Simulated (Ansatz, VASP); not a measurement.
# Two plane-wave programs on BN

```
B N
1.0
     2.40160    0.00000    0.00000
    -1.20080    2.07984    0.00000
     0.00000    0.00000    6.91179
B N
2 2
Cartesian
  0.0000 1.3866 1.7279
  1.2008 0.6933 5.1838
  0.0000 1.3866 5.1838
  1.2008 0.6933 1.7279
```

Alike in both runs: task single point; functional PBEsol; k mesh 12 × 12 × 4; occupations gaussian, width 0.05 eV; no spin polarisation.

```csv
,VASP,Ansatz
version,VASP 6.6.1,Ansatz 0.2.0
potentials or method,"VASP PAW PBE potentials, release 64 (B, N), cutoff 520 eV","scalar-relativistic, plane waves, PAW"
valence electrons in the cell,16,16
```

```csv
,VASP,Ansatz,Ansatz less VASP
gap on the k mesh at the Fermi level (eV),4.43,4.44,+0.009
least direct gap on the mesh (eV),4.90,4.90,+0.003
```

VASP's potentials were made for PBE, not for PBEsol, and Ansatz warns of the same on its side.
